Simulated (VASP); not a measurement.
Crystal: Si3Sb2.

```
Si Sb
1.0
     3.16528    1.82748    7.34475
    -3.16528    1.82748    7.34475
     0.00000   -3.65495    7.34475
Si Sb
6 4
Cartesian
  1.4538 0.0000 5.5086
  -0.7269 1.2590 5.5086
  -0.7269 -1.2590 5.5086
  -1.4538 0.0000 16.5257
  0.7269 -1.2590 16.5257
  0.7269 1.2590 16.5257
  0.0000 0.0000 8.0714
  0.0000 0.0000 2.9458
  0.0000 0.0000 13.9629
  0.0000 0.0000 19.0885
```

| Item | Value |
| --- | --- |
| Program | VASP 6.6.1 |
| Task | relaxation of cell and atoms |
| Functional | PBE |
| Potentials or basis | VASP PAW PBE potentials, release 64 (Si, Sb) |
| Cutoff | 600 eV |
| k mesh | 6 × 6 × 6 |
| Occupations | gaussian, width 0.1 eV |
| Spin | no spin polarisation |

At the start: pressure 0.2 GPa; volume 25.49 Å³/atom.

Q: How do energy, volume and symmetry change on relaxing?

A: Over 9 steps the energy falls by 2.1 meV/atom and the volume is 25.63 Å³/atom (+0.5 %); space group R-3c (No. 167, to 0.1 Å) before and after.

Step by step:
```csv
step,energy change (eV),largest force (eV/Å),pressure (GPa),volume (Å³)
1,0.0000,0.1700,0.17,254.91
2,-0.0138,0.1045,-0.01,255.93
3,-0.0205,0.0095,-0.24,257.38
4,-0.0205,0.0160,-0.22,257.28
5,-0.0211,0.0206,0.12,255.72
6,-0.0214,0.0115,0.00,256.26
7,-0.0214,0.0111,0.00,256.28
8,-0.0214,0.0108,-0.01,256.30
9,-0.0214,0.0051,-0.01,256.26
```

Final structure:
```yaml
crystal:
  lattice:
    - [3.14904, 1.81810, 7.45979]
    - [-3.14904, 1.81810, 7.45979]
    - [0.00000, -3.63620, 7.45979]
  atoms:
    - { symbol: Si, position: [0.47852, 0.02148, 0.25000] }
    - { symbol: Si, position: [0.25000, 0.47852, 0.02148] }
    - { symbol: Si, position: [0.02148, 0.25000, 0.47852] }
    - { symbol: Si, position: [0.52148, 0.97852, 0.75000] }
    - { symbol: Si, position: [0.75000, 0.52148, 0.97852] }
    - { symbol: Si, position: [0.97852, 0.75000, 0.52148] }
    - { symbol: Sb, position: [0.36726, 0.36726, 0.36726] }
    - { symbol: Sb, position: [0.13274, 0.13274, 0.13274] }
    - { symbol: Sb, position: [0.63274, 0.63274, 0.63274] }
    - { symbol: Sb, position: [0.86726, 0.86726, 0.86726] }
```
